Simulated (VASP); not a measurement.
Set up this calculation in VASP 6.6.1, as the native input.

```yaml
Task: single point
Functional: PBE
Potentials_or_basis: VASP PAW PBE potentials, release 64 (Ti_sv)
Cutoff: 400 eV
k_mesh: 15 × 15 × 1
Occupations: methfessel-paxton, width 0.1 eV
Spin: no spin polarisation
Dipole_correction: yes
Further_INCAR_settings: ALGO = Normal; EDIFF = 1e-06; NBANDS = 32; NELMDL = -8
```

The structure of Ti lies in POSCAR:

```
Ti
1.0
    2.9361876914      0.0000000000      0.0000000000
   -1.4680938457      2.5428131310      0.0000000000
    0.0000000000      0.0000000000     32.5742385131
Ti
4
Direct
    0.3333333333      0.6666666667      0.1841946358
    0.6666666667      0.3333333333      0.2504263937
    0.3333333333      0.6666666667      0.3248848405
    0.6666666667      0.3333333333      0.3941583701
```

The input as run:

INCAR

```
SYSTEM = Ti
ALGO     = Normal         ! electronic algorithm
DIPOL    = 0.5 0.5 0.288
EDIFF    = 1E-6           ! SCF threshold, eV
ENCUT    = 400            ! plane-wave cutoff, eV
GGA      = PE             ! functional
GGA_COMPAT= .False.      
IDIPOL   = 3            
ISIF     = 2              ! what is computed and relaxed
ISMEAR   = 1              ! smearing method
LASPH    = .True.         ! aspherical terms in the spheres
LCHARG   = .False.        ! write CHGCAR
LDIPOL   = .True.       
LREAL    = .False.        ! projectors in reciprocal space
LWAVE    = .False.        ! write WAVECAR
NBANDS   = 32             ! bands
NELM     = 120            ! most SCF steps
NELMDL   = -8           
PREC     = Accurate       ! precision mode
SIGMA    = 0.1            ! smearing width, eV
```

KPOINTS

```
k-points
0
Gamma
  15 15 1
  0 0 0
```

Potentials or basis: VASP PAW PBE potentials, release 64 (Ti_sv).

Run with:

```bash
$ cat potpaw_PBE.64/Ti_sv/POTCAR > POTCAR
$ mpirun -np 1 vasp_std > vasp.out
```

Results of the run:

| Property | Result |
| --- | --- |
| Largest force | 0.447 eV/Å |
| Band gap on the k mesh | zero (bands 24 and 25 overlap by 1.12 eV) |

Wall time 3.8 min on 1 thread of Intel(R) Xeon(R) 6975P-C (Granite Rapids), with other jobs on the host, peak memory 0.31 GiB.
